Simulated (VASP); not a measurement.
# Mg in VASP: notebook

Runs on Mg. Level: PBEsol. Tasks: single point.

All numbers are computed with VASP 6.6.1; they aren't measurements. Logs are shortened: lines on timing, memory, paths and dates and some standing lists are left out, and cuts for length are marked.

## 1. The cell of the first run

The typed cell holds 1 atom: a = 2.958 Å, b = 2.928 Å, c = 2.975 Å, α = 89.51°, β = 91.18°, γ = 120.15°.

## 2. Single point, PBEsol (strained)

INCAR

```
PREC = Accurate
ENCUT = 520
EDIFF = 1E-7
ISMEAR = 0
SIGMA = 0.1
LREAL = F
LASPH = T
NELM = 100
ALGO = Fast
ISIF = 2
LWAVE = F
LCHARG = F
GGA = PS
NBANDS = 7
```

KPOINTS

```
regular mesh
0
Gamma
  14 14 12
```

POSCAR

```
Mg
1.0
    2.9576926986      0.0045754497     -0.0305029980
   -1.4748838937      2.5298535331      0.0126362783
   -0.0304483757     -0.0030143892      2.9748367543
Mg
1
Direct
    0.0000000000      0.0000000000      0.0000000000
```

Potentials or basis: VASP PAW PBE potentials, release 64 (Mg).

On the command line:

```console
> cat potpaw_PBE.64/Mg/POTCAR > POTCAR
> mpirun -np 1 vasp_std > vasp.out
```

OUTCAR:

```text
PREC = Accurate
   ENCUT = 520
   EDIFF = 1E-7
   ISMEAR = 0
   LREAL = F
   LASPH = T
   NELM = 100
   ISIF = 2
   GGA = PS

 ion  position               nearest neighbor table
   1  0.000  0.000  0.000-

  LATTYP: Found a triclinic cell.
 ALAT       =     2.9363874813
 B/A-ratio  =     1.7246672825
 C/A-ratio  =     1.4139314315
 COS(alpha) =     0.0007468611
 COS(beta)  =     0.3520415771
 COS(gamma) =     0.8639062066

  Lattice vectors:

 A1 = (   1.4828088049,   2.5344289828,  -0.0178667197)
 A2 = (   0.0079249112,   5.0642825159,  -0.0052304414)
 A3 = (   2.9272443229,   0.0015610605,   2.9443337563)

Analysis of symmetry for initial positions (statically):
=====================================================================
 Subroutine PRICEL returns:
 Original cell was already a primitive cell.

 Routine SETGRP: Setting up the symmetry group for a
 triclinic supercell.

 Subroutine GETGRP returns: Found  2 space group operations
 (whereof  2 operations were pure point group operations)
 out of a pool of  2 trial point group operations.

The static configuration has the point symmetry S_2 .

Analysis of symmetry for dynamics (positions and initial velocities):
=====================================================================
 Subroutine PRICEL returns:
 Original cell was already a primitive cell.

 Routine SETGRP: Setting up the symmetry group for a
 triclinic supercell.

 Subroutine GETGRP returns: Found  2 space group operations
 (whereof  2 operations were pure point group operations)
 out of a pool of  2 trial point group operations.

The dynamic configuration has the point symmetry S_2 .

 Subroutine INISYM returns: Found  2 space group operations
 (whereof  2 operations are pure point group operations),
 and found     1 'primitive' translations

----------------------------------------------------------------------------------------

                                     Primitive cell

  volume of cell :      22.2770

  direct lattice vectors                    reciprocal lattice vectors
[... 75 lines left out ...]
 SYSTEM =  unknown system
   PREC   = accura    normal or accurate (medium, high low for compatibility)
   ISTART =      0    job   : 0-new  1-cont  2-samecut
   ICHARG =      2    charge: 1-file 2-atom 10-const
   ISPIN  =      1    spin polarized calculation?
   LNONCOLLINEAR =      F non collinear calculations
   LSORBIT =      F    spin-orbit coupling
   LASPH  =      T    aspherical Exc in radial PAW
   ENCUT  =  520.0 eV  38.22 Ry    6.18 a.u.   5.50  5.44  5.53*2*pi/ulx,y,z
   NELM   =    100;   NELMIN=  2; NELMDL= -5     # of ELM steps
   EDIFF  = 0.1E-06   stopping-criterion for ELM
   LREAL  =      F    real-space projection
   EDIFFG = 0.1E-05   stopping-criterion for IOM
   NSW    =      0    number of steps for IOM
   IBRION =     -1    ionic relax: 0-MD 1-quasi-New 2-CG
   NFREE  =      0    steps in history (QN), initial steepest desc. (CG)
   ISIF   =      2    stress and relaxation
   ISYM   =      2    0-nonsym 1-usesym 2-fastsym
   POTIM  = 0.5000    time-step for ionic-motion
   TEBEG  =    0.0;   TEEND  =   0.0 temperature during run
   PSTRESS=    0.0 pullay stress
   NELECT =       2.0000    total number of electrons
   NUPDOWN=      -1.0000    fix difference up-down
   EMIN   =  10.00;   EMAX   =-10.00  energy-range for DOS
   EFERMI =   0.00;   METHOD = LEGACY
   ISMEAR =     0;   SIGMA  =   0.10  broadening in eV -4-tet -1-fermi 0-gaus
   EFERMI_NEDOS =   21; number of points for ismear=-14 and -15
   IALGO  =     68    algorithm
   IMIX   =      4    mixing-type and parameters
     AMIX     =   0.40;   BMIX     =  1.00
     AMIX_MAG =   1.60;   BMIX_MAG =  1.00
  volume/ion in A,a.u.               =      22.28       150.33
  Fermi-wavevector in a.u.,A,eV,Ry     =   0.733048  1.385260  7.311223  0.537360
  Thomas-Fermi vector in A             =   1.825661
   LORBIT       =      0    0 simple, 1 ext, 2 COOP (PROOUT), +10 PAW based schemes
   GGA     = PS    functional components
   LHFCALC =     F    Hartree Fock is set to
   AEXX    =    0.0000 exact exchange contribution
   IVDW    =     0    specifies the selected vdW correction
   LEPSILON=     F    determine dielectric tensor
   LRPA    =     F    only Hartree local field effects (RPA)
 non-spin polarized calculation
 RMM-DIIS sequential band-by-band and
 Gauss-broadening in eV      SIGMA  =   0.10
  energy-cutoff  :      520.00
  volume of cell :       22.28
 maximum number of plane-waves:       623
 NGX is ok and might be reduce to    24
   NGX = 11   NGY = 11   NGZ = 11

 number of electron       2.0000000 magnetization

 Free energy of the ion-electron system (eV)
  ---------------------------------------------------
  ext. energy  EPLUGINS =         0.00000000
  ---------------------------------------------------
  free energy    TOTEN  =        -1.44990703 eV

  energy without entropy =       -1.44753155  energy(sigma->0) =       -1.44871929

 E-fermi :   2.7645     XC(G=0):  -8.6100

 val. band max:        2.7599641383   @ k =  -0.1429   0.4286   0.5000
 cond. band min:       2.7690246573   @ k =  -0.0000   0.5000   0.2500
 fundamental gap:      0.0090605190
 Fermi energy:         2.7645199924

 k-point     1 :       0.0000    0.0000    0.0000
  band No.  band energies     occupation
      1      -4.3304      2.00000
      2      10.8904      0.00000
      3      11.7914      0.00000
      4      15.8737      0.00000
      5      16.1933      0.00000
      6      17.5788      0.00000
      7      17.7923      0.00000
[... 221 lines left out ...]
 k-point    24 :       0.0714    0.1429   -0.0000
  band No.  band energies     occupation
      1      -3.4967      2.00000
      2      10.1814      0.00000
      3      11.0878      0.00000
      4      12.4693      0.00000
      5      13.6754      0.00000
      6      17.4395      0.00000
      7      19.9234      0.00000

 [... further k-points ...]
[... 5 lines left out ...]
  --------------------------------------------------------------------------------------
  -------------------------------------------------------------------------------------
  Total        0.7163351      0.8066264      0.3242701     -0.0169204     -0.0083810     -0.0978572
  in kB       51.5193100     58.0131244     23.3217240     -1.2169240     -0.6027685     -7.0379584
  external PRESSURE =      44.2847195 kB  Pullay stress =       0.0000000 kB

 VOLUME and BASIS-vectors are now :
 -----------------------------------------------------------------------------
  energy-cutoff  :      520.00
  volume of cell :       22.28
      direct lattice vectors                 reciprocal lattice vectors
     2.957692699  0.004575450 -0.030502998     0.337834451  0.196936450  0.003657395
    -1.474883894  2.529853533  0.012636278    -0.000606871  0.394924032  0.000393963
    -0.030448376 -0.003014389  2.974836754     0.003466621  0.000341794  0.336188728

 POSITION                                       TOTAL-FORCE (eV/Angst)
 -----------------------------------------------------------------------------------
      0.00000      0.00000      0.00000        -0.000000      0.000000      0.000000
 -----------------------------------------------------------------------------------
    total drift:                               -0.000000      0.000000      0.000000

  FREE ENERGIE OF THE ION-ELECTRON SYSTEM (eV)
  ---------------------------------------------------
  free  energy   TOTEN  =        -1.4499070253 eV

  energy  without entropy=       -1.4475315541  energy(sigma->0) =       -1.44871929
```

Run time: 57 s. Hardware: 1 thread of Intel Xeon 8259CL, shared host; peak memory 0.31 GiB.

What came out:

- Free energy: -1.4499 eV
- Pressure: 4.4 GPa
- Band gap on the k mesh: zero (bands 1 and 2 overlap by 5.42 eV)

Levels at points of the mesh, in eV from the Fermi level:
| k point | band 1 | band 2 | band 3 | band 4 | band 5 | band 6 |
| --- | --- | --- | --- | --- | --- | --- |
| (0.00, 0.00, 0.00) | -7.09 | 8.13 | 9.03 | 13.11 | 13.43 | 14.81 |
| (0.50, 0.00, 0.00) | -1.78 | -1.18 | 8.75 | 9.51 | 13.20 | 14.34 |
| (0.00, 0.50, 0.00) | -1.70 | -1.04 | 8.56 | 9.16 | 13.26 | 14.62 |
| (0.50, 0.50, 0.00) | -1.76 | -1.14 | 8.70 | 9.41 | 13.21 | 14.40 |
| (0.00, 0.00, 0.50) | -3.18 | -2.68 | 15.31 | 15.65 | 17.09 | 17.28 |
| (0.50, 0.00, 0.50) | 1.45 | 2.52 | 2.83 | 3.35 | 12.94 | 13.07 |
| (0.00, 0.50, 0.50) | 1.55 | 2.62 | 2.96 | 3.42 | 12.53 | 12.73 |
| (0.50, 0.50, 0.50) | 1.47 | 2.55 | 2.86 | 3.37 | 12.84 | 12.98 |

Caveat: the cell differs from its parent crystal (strained); the cell stands under pressure; the PAW data sets were made with another functional, which shifts forces and pressure a little.

## 3. Single point, PBEsol (strained)

INCAR

```
PREC     = Accurate       # precision mode
ENCUT    = 520            # plane-wave cutoff, eV
EDIFF    = 1E-6           # SCF threshold, eV
ISMEAR   = 0              # smearing method
SIGMA    = 0.1            # smearing width, eV
LREAL    = False          # projectors in reciprocal space
LASPH    = True           # aspherical terms in the spheres
NELM     = 60             # most SCF steps
ALGO     = Normal         # electronic algorithm
ISIF     = 2              # what is computed and relaxed
LWAVE    = False          # write WAVECAR
LCHARG   = False          # write CHGCAR
GGA      = PS             # functional
NBANDS   = 7              # bands
```

KPOINTS

```
Automatic mesh
0
Gamma
  14 14 12
```

POSCAR

```
Mg
1.0
    3.0646667126      0.0003660360      0.0000000000
   -1.5320163599      2.6596285618      0.0000000000
    0.0000000000      0.0000000000      3.1081701915
Mg
1
Direct
    0.0000000000      0.0000000000      0.0000000000
```

Potentials or basis: VASP PAW PBE potentials, release 64 (Mg).

On the command line:

```console
> cat potpaw_PBE.64/Mg/POTCAR > POTCAR
> mpirun -np 1 vasp_std > vasp.out
```

It took 34 s on 1 thread of Intel Xeon 8259CL, shared host; peak memory 0.25 GiB.

It converged, with:

- Free energy: -1.4846 eV
- Pressure: -0.3 GPa
- Band gap on the k mesh: zero (bands 1 and 2 overlap by 4.83 eV)

Stress tensor (GPa, compression positive):
```
 0.07 -0.01  0.00
-0.01 -0.05  0.00
 0.00  0.00 -0.78
```

Levels at points of the mesh, in eV from the Fermi level:
```tsv
k point	band 1	band 2	band 3	band 4
(0.00, 0.00, 0.00)	-6.54	7.68	8.19	12.44
(0.50, 0.00, 0.00)	-1.52	-1.12	8.16	8.51
(0.00, 0.50, 0.00)	-1.54	-1.14	8.19	8.56
(0.50, 0.50, 0.00)	-1.52	-1.11	8.16	8.51
(0.00, 0.00, 0.50)	-3.08	-2.34	14.46	14.51
(0.50, 0.00, 0.50)	1.35	2.36	2.87	3.00
(0.00, 0.50, 0.50)	1.34	2.34	2.85	2.99
(0.50, 0.50, 0.50)	1.35	2.36	2.87	3.00
```

Caveat: the cell differs from its parent crystal (strained); the PAW data sets were made with another functional, which shifts forces and pressure a little.

The gap in the log of VASP goes by the Fermi energy; the results here count the filled bands.